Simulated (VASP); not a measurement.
## BSb2As3: single point with PBE

BSb2As3:

```
B Sb As
1.0
     8.50687    0.00000    0.00000
    -4.25344    7.36717    0.00000
     0.00000    0.00000    4.40570
B Sb As
2 4 6
Direct
  0.66667 0.33333 0.00000
  0.33333 0.66667 0.00000
  0.00000 0.00000 0.50000
  0.00000 0.50000 0.50000
  0.50000 0.50000 0.50000
  0.50000 0.00000 0.50000
  0.82730 0.17270 0.00000
  0.82730 0.65460 0.00000
  0.34540 0.17270 0.00000
  0.17270 0.82730 0.00000
  0.65460 0.82730 0.00000
  0.17270 0.34540 0.00000
```

* Program: VASP 6.6.1
* Task: single point
* Functional: PBE
* Potentials or basis: VASP PAW PBE potentials, release 64 (B, Sb, As)
* Cutoff: 520 eV
* k mesh: 3 × 3 × 4
* Occupations: gaussian, width 0.1 eV
* Spin: no spin polarisation
* Dipole correction: no
* Further INCAR settings: ALGO = Normal; EDIFF = 1e-07; NBANDS = 40

```json
{
 "Pressure": "-3.0 GPa",
 "Largest force": "2.055 eV/Å",
 "Band gap on the k mesh": "zero (band 28 reaches 5.84 eV, above the bottom of band 29 at 5.05 eV)"
}
```

Forces in eV/Å, atoms in the order of the input:
```
B    0.000  0.000  0.000
B    0.000  0.000  0.000
Sb   0.000  0.000  0.000
Sb   0.000  0.000  0.000
Sb   0.000  0.000  0.000
Sb   0.000  0.000  0.000
As  -1.779  1.027  0.000
As   0.000 -2.055  0.000
As   1.779  1.027  0.000
As   1.779 -1.027  0.000
As  -1.779 -1.027  0.000
As   0.000  2.055  0.000
```

Stress tensor (GPa, compression positive):
```
-2.16  0.00  0.00
 0.00 -2.16  0.00
 0.00  0.00 -4.71
```

Levels at points of the mesh, in eV from the Fermi level:
```csv
k point,band 25,band 26,band 27,band 28,band 29,band 30,band 31,band 32,band 33,band 34
"(0.00, 0.00, 0.00)",-0.95,-0.95,-0.93,-0.90,-0.63,-0.63,-0.54,0.31,1.58,1.63
"(0.00, 0.00, 0.50)",-0.82,-0.82,-0.65,-0.33,-0.33,0.30,0.56,0.70,0.70,1.20
```

Run time: 110 s on 1 thread of Intel(R) Xeon(R) Platinum 8375C CPU @ 2.90GHz (Ice Lake), on a shared host, peak memory 0.43 GiB.

Caveat: spin-orbit coupling is left out, which moves the levels of the heavy elements; forces of over 1 eV/Å act on the atoms, so gaps and moduli don't describe the material at rest.
